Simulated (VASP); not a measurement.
## Mg8HO8 (a cell with a defect): single point with PBE

Mg8HO8 (a cell with a defect):

```
Mg O H
1.0
     0.00000    4.19480    4.19480
     4.19480    0.00000    4.19480
     4.19480    4.19480    0.00000
Mg O H
8 8 1
Direct
  0.97865 0.01934 0.98354
  0.99972 0.01032 0.49119
  0.00307 0.50305 0.99170
  0.99972 0.49963 0.49119
  0.51965 0.01964 0.98358
  0.50152 0.00144 0.49649
  0.51964 0.47805 0.98354
  0.51043 0.49964 0.49115
  0.25573 0.25225 0.24068
  0.25279 0.24913 0.74628
  0.25379 0.75367 0.23974
  0.25280 0.75267 0.74624
  0.75238 0.25216 0.24069
  0.75656 0.25629 0.73175
  0.75239 0.75565 0.24069
  0.74888 0.75275 0.74650
  0.32222 0.82090 0.03693
```

| Quantity | Value |
| --- | --- |
| Program | VASP 6.6.1 |
| Task | single point |
| Functional | PBE |
| Potentials or basis | VASP PAW PBE potentials, release 64 (Mg, O, H) |
| Cutoff | 520 eV |
| k mesh | 2 × 2 × 2 |
| Occupations | gaussian, width 0.02 eV |
| Spin | no spin polarisation |

```yaml
Largest_force: 0.161 eV/Å
```

Forces in eV/Å, atoms in the order of the input:
```
Mg   0.006 -0.016 -0.007
Mg   0.000 -0.001  0.003
Mg   0.000  0.001  0.000
Mg  -0.001 -0.001  0.000
Mg   0.003  0.004  0.014
Mg  -0.003 -0.002  0.001
Mg  -0.014  0.005 -0.004
Mg  -0.002  0.001  0.002
O   -0.001  0.003  0.001
O   -0.002  0.003 -0.001
O    0.094  0.093 -0.092
O    0.001  0.004  0.002
O    0.000 -0.001 -0.003
O   -0.009 -0.009  0.008
O    0.002 -0.002 -0.001
O    0.000  0.001  0.001
H   -0.075 -0.083  0.075
```

Levels at points of the mesh, in eV from the Fermi level:
```tsv
k point	band 30	band 31	band 32	band 33	band 34	band 35
(0.00, 0.00, 0.00)	-0.15	-0.10	-0.10	4.22	6.42	7.80
(0.50, 0.00, 0.00)	-0.42	-0.38	-0.37	5.89	7.14	8.38
(0.00, 0.50, 0.00)	-0.42	-0.38	-0.37	5.88	7.14	8.38
(0.00, 0.00, 0.50)	-0.46	-0.35	-0.35	6.52	7.09	8.21
(0.50, 0.50, 0.50)	-0.42	-0.38	-0.37	5.88	7.14	8.38
(0.50, 0.50, 0.00)	-0.63	-0.59	-0.50	6.79	7.99	8.72
(0.00, 0.50, 0.50)	-0.63	-0.59	-0.50	6.79	7.99	8.72
(0.50, 0.00, 0.50)	-0.63	-0.59	-0.50	6.79	7.99	8.72
```

It took 100 s on 1 thread of Intel(R) Xeon(R) Platinum 8488C (Sapphire Rapids) (shared host), peak memory 0.33 GiB.

Caveat: the k points lie up to 0.65 Å⁻¹ apart; the cell carries a net charge on a neutralising background, which shifts energy and pressure; the cell is charged against a uniform background, so pressure and absolute levels hang on convention.
